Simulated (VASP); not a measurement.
# Cu (Immm) in VASP: single point with PBEsol

Aim: the single point of Cu with PBEsol.

Everything below comes from runs of VASP 6.6.1. Logs are shortened: lines on timing, memory, paths and dates and some standing lists are left out, and cuts for length are marked.

## 1. The cell of the first run

It takes space group Immm (No. 71, orthorhombic). The conventional cell has a = 2.752 Å, b = 2.886 Å, c = 3.015 Å, α = 90.00°, β = 90.00°, γ = 90.00°. Cu (site symmetry mmm) has 14 Cu at 2.50 to 3.02 Å within 3.3 Å.

## 2. Single point, PBEsol (strain +0.0450 x Voigt [1, 0, 0, 0, 0, 0])

INCAR

```
  PREC = Accurate
  ENCUT = 520
  EDIFF = 1E-7
  ISMEAR = 0
  SIGMA = 0.15
  LREAL = False
  LASPH = True
  NELM = 60
  ALGO = Fast
  ISIF = 2
  LWAVE = False
  LCHARG = True
  GGA = PS
  LELF = True
  LVHAR = True
  NBANDS = 12
```

KPOINTS

```
Automatic mesh
0
Gamma
  24 24 24
```

POSCAR

```
Cu
1.0
   -1.5077190194      1.4427933200      1.3760814500
    1.5077190194     -1.4427933200      1.3760814500
    1.5077190194      1.4427933200     -1.3760814500
Cu
1
Direct
    0.0000000000      0.0000000000      0.0000000000
```

Potentials or basis: VASP PAW PBE potentials, release 64 (Cu).

Started as:

```
> cat potpaw_PBE.64/Cu/POTCAR > POTCAR
> mpirun -np 1 vasp_std > vasp.out
```

OUTCAR:

```text
PREC = Accurate
   ENCUT = 520
   EDIFF = 1E-7
   ISMEAR = 0
   LREAL = False
   LASPH = True
   NELM = 60
   ISIF = 2
   GGA = PS

 ion  position               nearest neighbor table
   1  0.000  0.000  0.000-

  LATTYP: Found a body centered orthorhombic cell.
 ALAT       =     2.7521629000
 B/A-ratio  =     1.0484795940
 C/A-ratio  =     1.0956611757

  Lattice vectors:

 A1 = (  -1.5077190194,   1.4427933200,  -1.3760814500)
 A2 = (  -1.5077190194,  -1.4427933200,   1.3760814500)
 A3 = (   1.5077190194,   1.4427933200,   1.3760814500)

Analysis of symmetry for initial positions (statically):
=====================================================================
 Subroutine PRICEL returns:
 Original cell was already a primitive cell.

 Routine SETGRP: Setting up the symmetry group for a
 body centered orthorhombic supercell.

 Subroutine GETGRP returns: Found  8 space group operations
 (whereof  8 operations were pure point group operations)
 out of a pool of  8 trial point group operations.

The static configuration has the point symmetry D_2h.

Analysis of symmetry for dynamics (positions and initial velocities):
=====================================================================
 Subroutine PRICEL returns:
 Original cell was already a primitive cell.

 Routine SETGRP: Setting up the symmetry group for a
 body centered orthorhombic supercell.

 Subroutine GETGRP returns: Found  8 space group operations
 (whereof  8 operations were pure point group operations)
 out of a pool of  8 trial point group operations.

The dynamic configuration has the point symmetry D_2h.

 Subroutine INISYM returns: Found  8 space group operations
 (whereof  8 operations are pure point group operations),
 and found     1 'primitive' translations

----------------------------------------------------------------------------------------

                                     Primitive cell

  volume of cell :      11.9737

  direct lattice vectors                    reciprocal lattice vectors
    -1.507719019  1.442793320  1.376081450     0.000000000  0.346549983  0.363350585
     1.507719019 -1.442793320  1.376081450     0.331626778  0.000000000  0.363350585
     1.507719019  1.442793320 -1.376081450     0.331626778  0.346549983  0.000000000

  length of vectors
     2.499693854  2.499693854  2.499693854     0.502116060  0.491934922  0.479659473

  position of ions in fractional coordinates (direct lattice)
     0.000000000  0.000000000  0.000000000

  ion indices of the primitive-cell ions
   primitive index   ion index
                 1           1

----------------------------------------------------------------------------------------

 KPOINTS: Automatic mesh

Automatic generation of k-mesh.
 Grid dimensions read from file:
 generate k-points for:   24   24   24

 Generating k-lattice:

  Cartesian coordinates                     Fractional coordinates (reciprocal lattice)
     0.000000000  0.014439583  0.015139608     0.041666667  0.000000000 -0.000000000
     0.013817782  0.000000000  0.015139608     0.000000000  0.041666667 -0.000000000
     0.013817782  0.014439583  0.000000000     0.000000000  0.000000000  0.041666667

  Length of vectors
     0.020921503  0.020497288  0.019985811

  Shift w.r.t. Gamma in fractional coordinates (k-lattice)
     0.000000000  0.000000000  0.000000000

 Subroutine IBZKPT returns following result:
 ===========================================

 Found   1963 irreducible k-points:

 Following reciprocal coordinates:
            Coordinates               Weight
  0.000000  0.000000  0.000000      1.000000
  0.041667  0.000000  0.000000      4.000000
  0.083333 -0.000000  0.000000      4.000000
  0.125000 -0.000000  0.000000      4.000000
  0.166667  0.000000  0.000000      4.000000
  0.208333  0.000000  0.000000      4.000000
[... 16 lines left out ...]
  0.375000  0.041667  0.000000      8.000000
  0.416667  0.041667  0.000000      8.000000
 [... further k-points ...]
   k-points           NKPTS =   1963   k-points in BZ     NKDIM =   1963   number of bands    NBANDS=     12
   number of dos      NEDOS =    301   number of ions     NIONS =      1
   total plane-waves  NPLWV =   8000
   dimension x,y,z NGX =    20 NGY =   20 NGZ =   20
   dimension x,y,z NGXF=    40 NGYF=   40 NGZF=   40
   ions per type =               1
   NGX,Y,Z   is equivalent  to a cutoff of  13.30, 13.30, 13.30 a.u.
   NGXF,Y,Z  is equivalent  to a cutoff of  26.60, 26.60, 26.60 a.u.
 SYSTEM =  unknown system
   PREC   = accura    normal or accurate (medium, high low for compatibility)
   ISTART =      0    job   : 0-new  1-cont  2-samecut
   ICHARG =      2    charge: 1-file 2-atom 10-const
   ISPIN  =      1    spin polarized calculation?
   LNONCOLLINEAR =      F non collinear calculations
   LSORBIT =      F    spin-orbit coupling
   LASPH  =      T    aspherical Exc in radial PAW
   ENCUT  =  520.0 eV  38.22 Ry    6.18 a.u.   4.65  4.65  4.65*2*pi/ulx,y,z
   NELM   =     60;   NELMIN=  2; NELMDL= -5     # of ELM steps
   EDIFF  = 0.1E-06   stopping-criterion for ELM
   LREAL  =      F    real-space projection
   EDIFFG = 0.1E-05   stopping-criterion for IOM
   NSW    =      0    number of steps for IOM
   IBRION =     -1    ionic relax: 0-MD 1-quasi-New 2-CG
   NFREE  =      0    steps in history (QN), initial steepest desc. (CG)
   ISIF   =      2    stress and relaxation
   ISYM   =      2    0-nonsym 1-usesym 2-fastsym
   POTIM  = 0.5000    time-step for ionic-motion
   TEBEG  =    0.0;   TEEND  =   0.0 temperature during run
   PSTRESS=    0.0 pullay stress
   NELECT =      11.0000    total number of electrons
   NUPDOWN=      -1.0000    fix difference up-down
   EMIN   =  10.00;   EMAX   =-10.00  energy-range for DOS
   EFERMI =   0.00;   METHOD = LEGACY
   ISMEAR =     0;   SIGMA  =   0.15  broadening in eV -4-tet -1-fermi 0-gaus
   EFERMI_NEDOS =   21; number of points for ismear=-14 and -15
   IALGO  =     68    algorithm
   IMIX   =      4    mixing-type and parameters
     AMIX     =   0.40;   BMIX     =  1.00
     AMIX_MAG =   1.60;   BMIX_MAG =  1.00
  volume/ion in A,a.u.               =      11.97        80.80
  Fermi-wavevector in a.u.,A,eV,Ry     =   1.591462  3.007426 34.460157  2.532750
  Thomas-Fermi vector in A             =   2.689998
   LORBIT       =      0    0 simple, 1 ext, 2 COOP (PROOUT), +10 PAW based schemes
   GGA     = PS    functional components
   LHFCALC =     F    Hartree Fock is set to
   AEXX    =    0.0000 exact exchange contribution
   IVDW    =     0    specifies the selected vdW correction
   LEPSILON=     F    determine dielectric tensor
   LRPA    =     F    only Hartree local field effects (RPA)
 non-spin polarized calculation
 RMM-DIIS sequential band-by-band and
 Gauss-broadening in eV      SIGMA  =   0.15
  energy-cutoff  :      520.00
  volume of cell :       11.97
 maximum number of plane-waves:       343
   NGX =  9   NGY =  9   NGZ =  9

 number of electron      11.0000001 magnetization

 Free energy of the ion-electron system (eV)
  ---------------------------------------------------
  ext. energy  EPLUGINS =         0.00000000
  ---------------------------------------------------
  free energy    TOTEN  =        -4.26054955 eV

  energy without entropy =       -4.25601206  energy(sigma->0) =       -4.25828080

 E-fermi :   7.2288     XC(G=0): -12.8284

 val. band max:        7.2283224200   @ k =   0.5000   0.1667   0.1250
 cond. band min:       7.2293227493   @ k =   0.1667   0.2083   0.1250
 fundamental gap:      0.0010003293
 Fermi energy:         7.2288468509

 k-point     1 :       0.0000    0.0000    0.0000
  band No.  band energies     occupation
      1      -2.0467      2.00000
      2       4.0103      2.00000
      3       4.2067      2.00000
      4       4.3523      2.00000
      5       4.9882      2.00000
      6       5.3003      2.00000
      7      31.0856      0.00000
      8      31.5905      0.00000
      9      33.1360      0.00000
     10      34.5080      0.00000
     11      35.2114      0.00000
     12      35.2492      0.00000

 k-point     2 :       0.0417    0.0000    0.0000
  band No.  band energies     occupation
      1      -1.9771      2.00000
      2       4.0158      2.00000
      3       4.2124      2.00000
      4       4.3492      2.00000
      5       4.9923      2.00000
      6       5.2893      2.00000
      7      30.8664      0.00000
      8      31.2128      0.00000
      9      32.5274      0.00000
     10      33.5719      0.00000
     11      34.7941      0.00000
     12      35.0961      0.00000

 k-point     3 :       0.0833   -0.0000    0.0000
  band No.  band energies     occupation
      1      -1.7697      2.00000
      2       4.0099      2.00000
      3       4.2520      2.00000
      4       4.3378      2.00000
      5       5.0049      2.00000
      6       5.2601      2.00000
      7      30.1614      0.00000
      8      30.3334      0.00000
      9      31.0103      0.00000
     10      32.2464      0.00000
     11      33.5634      0.00000
     12      35.1888      0.00000
[... 286 lines left out ...]
 k-point    23 :       0.3750    0.0417    0.0000
  band No.  band energies     occupation
      1       2.1514      2.00000
      2       3.3661      2.00000
      3       5.0350      2.00000
      4       5.3018      2.00000
      5       5.4530      2.00000
      6       5.9223      2.00000
      7      14.6134      0.00000
      8      23.4055      0.00000
      9      23.9638      0.00000
     10      28.0282      0.00000
     11      30.7152      0.00000
     12      39.7699      0.00000

 k-point    24 :       0.4167    0.0417    0.0000
  band No.  band energies     occupation
      1       2.2836      2.00000
      2       3.3149      2.00000
      3       5.1658      2.00000
      4       5.3755      2.00000
      5       5.6701      2.00000
      6       6.5221      2.00000
      7      13.1026      0.00000
      8      23.0083      0.00000
      9      23.6153      0.00000
     10      27.8976      0.00000
     11      30.6564      0.00000
     12      40.5646      0.00000

 [... further k-points ...]

------------------------ aborting loop because EDIFF is reached ----------------------------------------

  FORCE on cell =-STRESS in cart. coord.  units (eV):
  Direction    XX          YY          ZZ          XY          YZ          ZX
  --------------------------------------------------------------------------------------
  -------------------------------------------------------------------------------------
  Total       -0.4642680     -0.5540628     -0.5188247      0.0000000      0.0000000      0.0000000
  in kB      -62.1227449    -74.1380120    -69.4228634      0.0000000      0.0000000      0.0000000
  external PRESSURE =     -68.5612068 kB  Pullay stress =       0.0000000 kB

 VOLUME and BASIS-vectors are now :
 -----------------------------------------------------------------------------
  energy-cutoff  :      520.00
  volume of cell :       11.97
      direct lattice vectors                 reciprocal lattice vectors
    -1.507719019  1.442793320  1.376081450     0.000000000  0.346549983  0.363350585
     1.507719019 -1.442793320  1.376081450     0.331626778  0.000000000  0.363350585
     1.507719019  1.442793320 -1.376081450     0.331626778  0.346549983  0.000000000

 POSITION                                       TOTAL-FORCE (eV/Angst)
 -----------------------------------------------------------------------------------
      0.00000      0.00000      0.00000        -0.000000      0.000000      0.000000
 -----------------------------------------------------------------------------------
    total drift:                                0.000000      0.000000      0.000000

  FREE ENERGIE OF THE ION-ELECTRON SYSTEM (eV)
  ---------------------------------------------------
  free  energy   TOTEN  =        -4.2605495494 eV

  energy  without entropy=       -4.2560120576  energy(sigma->0) =       -4.25828080
```

Run time: 2.5 min. Hardware: 1 thread of Intel Xeon 6975P-C (Granite Rapids), shared host; peak memory 0.37 GiB.

Results:

* Free energy: -4.2605 eV
* Pressure: -6.9 GPa
* Band gap on the k mesh: zero (an odd number of electrons rules out a gap without spin polarisation)

Stress tensor (GPa, compression positive):
```
-6.21  0.00  0.00
 0.00 -7.41  0.00
 0.00  0.00 -6.94
```

Caveat: the cell differs from its parent crystal (strain +0.0450 x Voigt [1, 0, 0, 0, 0, 0]); the cell stands under tension; the PAW data sets were made with another functional, which shifts forces and pressure a little.
